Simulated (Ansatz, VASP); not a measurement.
# Two plane-wave programs on K

```
K
1.0
    -2.68345    2.68345    2.55255
     2.68345   -2.68345    2.55255
     2.68345    2.68345   -2.55255
K
1
Direct
  0.00000 0.00000 0.00000
```

Change from the starting cell: strain +0.025 along x and y, -0.025 along z, atoms carried along.

Alike in both runs: task single point; functional PBEsol; k mesh 14 × 14 × 14; occupations gaussian, width 0.15 eV; no spin polarisation.

|  | VASP | Ansatz |
| --- | --- | --- |
| version | VASP 6.6.1 | Ansatz 0.2.0 |
| potentials or method | VASP PAW PBE potentials, release 64 (K_sv), cutoff 520 eV | scalar-relativistic, plane waves, PAW |
| valence electrons in the cell | 9 | 9 |

```tsv
	VASP	Ansatz	Ansatz less VASP
gap on the k mesh at the Fermi level (eV)	none	none	-
pressure (GPa)	-0.1	-0.1	+0.01
```

VASP's potentials were made for PBE, not for PBEsol. A gap of «none» marks a metal or a gap that the smearing closes. The functional is the same, so the differences come from potentials, cutoffs and numerics.
